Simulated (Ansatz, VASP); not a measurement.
# Au: VASP beside Ansatz

```
Au
1.0
     0.00000    3.05383    3.05383
     3.05383    0.00000    3.05383
     3.05383    3.05383    0.00000
Au
2
Direct
  0.12500 0.12500 0.12500
  0.87500 0.87500 0.87500
```

Alike in both runs: task single point; functional LDA; k mesh 10 × 10 × 10; occupations fermi-dirac, width 0.1 eV; no spin polarisation.

|  | VASP | Ansatz |
| --- | --- | --- |
| version | VASP 6.6.1 | Ansatz 0.2.0 |
| potentials or method | VASP PAW LDA potentials, release 64 (Au), cutoff 520 eV | plane waves (420 eV) with PAW, scalar-relativistic |
| valence electrons in the cell | 22 | 38 |

```csv
,VASP,Ansatz,Ansatz less VASP
pressure (GPa),-4.8,-5.0,-0.22
```

Ansatz warns that its potentials were made for another functional, while VASP's fit it. LDA's correlation is that of Perdew and Zunger in VASP and of Perdew and Wang (1992) in Ansatz. VASP's potentials hold 22 valence electrons a cell and Ansatz's 38, so a difference there can come from the potentials and not from the codes.

Neither program's run includes spin-orbit coupling.
